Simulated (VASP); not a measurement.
Write the native input for VASP 6.6.1 that does the following.

```yaml
Task: single point
Functional: PBE
Potentials_or_basis: VASP PAW PBE potentials, release 64 (W_sv)
Cutoff: 520 eV
k_mesh: 20 × 20 × 20
Occupations: gaussian, width 0.15 eV
Spin: no spin polarisation
Dipole_correction: no
Further_INCAR_settings: ALGO = Fast; EDIFF = 1e-06; NBANDS = 13
```

The structure of W lies in POSCAR:

```
W
1.0
   -1.7139444481      1.6396050724      1.6396050724
    1.6396050724     -1.7139444481      1.6396050724
    1.6396050724      1.6396050724     -1.7139444481
W
1
Direct
    0.0000000000      0.0000000000      0.0000000000
```

These files were run (other wordings do the same):

INCAR

```
ALGO     = Fast           # electronic algorithm
EDIFF    = 1E-6           # SCF threshold, eV
ENCUT    = 520            # plane-wave cutoff, eV
GGA      = PE             # functional
ISIF     = 2              # what is computed and relaxed
ISMEAR   = 0              # smearing method
LASPH    = T              # aspherical terms in the spheres
LCHARG   = F              # write CHGCAR
LREAL    = F              # projectors in reciprocal space
LWAVE    = F              # write WAVECAR
NBANDS   = 13             # bands
NELM     = 60             # most SCF steps
PREC     = Accurate       # precision mode
SIGMA    = 0.15           # smearing width, eV
```

KPOINTS

```
k-points
0
Gamma
  20 20 20
```

Potentials or basis: VASP PAW PBE potentials, release 64 (W_sv).

The run is started by

```bash
$ cat potpaw_PBE.64/W_sv/POTCAR > POTCAR
$ mpirun -np 1 vasp_std > vasp.out
```

It gave:

- Pressure: -20.6 GPa
- Band gap on the k mesh: zero (bands 7 and 8 overlap by 4.92 eV)

Caveat: the cell stands under tension; spin-orbit coupling is left out, which moves the levels of the heavy elements.

Wall time 3.2 min on 1 thread of Intel Xeon 8259CL, on a shared host, peak memory 0.29 GiB.
